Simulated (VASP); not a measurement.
Set up this calculation in VASP 6.6.1, as the native input.

```
Task                   : single point
Functional             : PBE
Dispersion             : D3(BJ)
Potentials or basis    : VASP PAW PBE potentials, release 64 (Pb_d, S)
Cutoff                 : 500 eV
k mesh                 : 3 × 3 × 3
Occupations            : gaussian, width 0.01 eV
Spin                   : no spin polarisation
Dipole correction      : no
Further INCAR settings : ALGO = Normal; EDIFF = 1e-06; NBANDS = 17
```

The structure of PbS (Galena) lies in POSCAR:

```
PbS
1.0
    0.0000000000      2.9657500000      2.9657500000
    2.9657500000      0.0000000000      2.9657500000
    2.9657500000      2.9657500000      0.0000000000
Pb S
1 1
Direct
    0.0000000000      0.0000000000      0.0000000000
    0.5000000000      0.5000000000      0.5000000000
```

These files were run (other wordings do the same):

INCAR

```
ALGO     = Normal         # electronic algorithm
EDIFF    = 1E-6           # SCF threshold, eV
ENCUT    = 500            # plane-wave cutoff, eV
GGA      = PE             # functional
GGA_COMPAT= False        
ISIF     = 2              # what is computed and relaxed
ISMEAR   = 0              # smearing method
IVDW     = 12             # dispersion correction
LASPH    = True           # aspherical terms in the spheres
LCHARG   = True           # write CHGCAR
LELF     = True           # ELF
LREAL    = False          # projectors in reciprocal space
LVHAR    = True         
LWAVE    = False          # write WAVECAR
NBANDS   = 17             # bands
NELM     = 120            # most SCF steps
PREC     = Accurate       # precision mode
SIGMA    = 0.01           # smearing width, eV
```

KPOINTS

```
k-points
0
Gamma
  3 3 3
```

Potentials or basis: VASP PAW PBE potentials, release 64 (Pb_d, S).

The run is started by

```bash
$ cat potpaw_PBE.64/Pb_d/POTCAR potpaw_PBE.64/S/POTCAR > POTCAR
$ mpirun -np 1 vasp_std > vasp.out
```

It gave:

| Item | Value |
| --- | --- |
| Pressure | -1.1 GPa |
| Dispersion energy per atom | -0.347 eV |

Caveat: the k points lie up to 0.61 Å⁻¹ apart.

It took 6.8 s on 1 thread of Intel(R) Xeon(R) Platinum 8488C (Sapphire Rapids), on a shared host, peak memory 0.18 GiB.
